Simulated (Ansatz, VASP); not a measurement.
**One calculation of TiTe, two programs**

The input INCAR:

```
SYSTEM = TiTe
ALGO = Normal ; EDIFF = 1E-6
ENCUT = 500 ; GGA = CA
GGA_COMPAT = .False. ; ISIF = 2
ISMEAR = 0 ; ISPIN = 2
LASPH = .True. ; LCHARG = .True.
LDAU = .True. ; LDAUJ = 0 0
LDAUL = 2 -1 ; LDAUPRINT = 1
LDAUTYPE = 2 ; LDAUU = 3 0
LELF = .True. ; LMAXMIX = 4
LORBIT = 11 ; LREAL = .False.
LVHAR = .True. ; LWAVE = .False.
MAGMOM = 2 0 ; NBANDS = 20
NELM = 200 ; PREC = Accurate
SIGMA = 0.05
```

KPOINTS

```
k-points
0
Gamma
  5 5 5
  0 0 0
```

The input POSCAR:

```
TiTe
1.0
    3.6310931200      0.0000000000      0.0000000000
    0.0000000000      3.6310931200      0.0000000000
    0.0000000000      0.0000000000      3.6310931200
Ti Te
1 1
Direct
    0.0000000000      0.0000000000      0.0000000000
    0.5000000000      0.5000000000      0.5000000000
```

Input for Ansatz:

```yaml
crystal:
  lattice:
    - [3.63109312, 0.0, 0.0]
    - [0.0, 3.63109312, 0.0]
    - [0.0, 0.0, 3.63109312]
  atoms:
    - { symbol: Ti, position: [0.0, 0.0, 0.0], spin: 2.0 }
    - { symbol: Te, position: [0.5, 0.5, 0.5] }
basis:
  ecutwfc: 420
  ecutrho_ratio: 4
kpoints:
  mp_grid: { grid: [5, 5, 5] }
hamiltonian:
  xc: lda
  hubbard: { sites: [{ site: 0, l: d, u_eff: 3.0 }] }
scf:
  occupations: { method: gaussian, width: 0.05 }
output:
  forces: true
  stress: true
  eigenvalues: true
  populations: true
  hubbard: { sites: [{ site: 0, l: d }] }
magnetization:
  spin_polarized: true
```

Alike in both runs: task single point; functional LDA; k mesh 5 × 5 × 5; occupations gaussian, width 0.05 eV; collinear spin; Hubbard terms Ti d U = 3.0 eV.

|  | VASP | Ansatz |
| --- | --- | --- |
| version | VASP 6.6.1 | Ansatz 0.2.0 |
| potentials or method | VASP PAW LDA potentials, release 64 (Ti_sv, Te), cutoff 500 eV | scalar-relativistic, plane waves, PAW |
| valence electrons in the cell | 18 | 28 |

```tsv
	VASP	Ansatz	Ansatz less VASP
pressure (GPa)	-14.1	-2.9	+11.22
net moment per atom (μB)	0.06	1.00	+0.944
size of the moment on the site where the two differ most (μB)	0.10	1.77	+1.664
```

The net moments are unlike, so the other rows may belong to different states. LDA's correlation is that of Perdew and Zunger in VASP and of Perdew and Wang (1992) in Ansatz. Site moments also hang on the region over which each program counts them. The programs project onto different local orbitals, so the same U acts differently, and such runs can settle in different states. VASP's potentials hold 18 valence electrons a cell and Ansatz's 28, so a difference there can come from the potentials and not from the codes.

Neither program's run includes spin-orbit coupling.
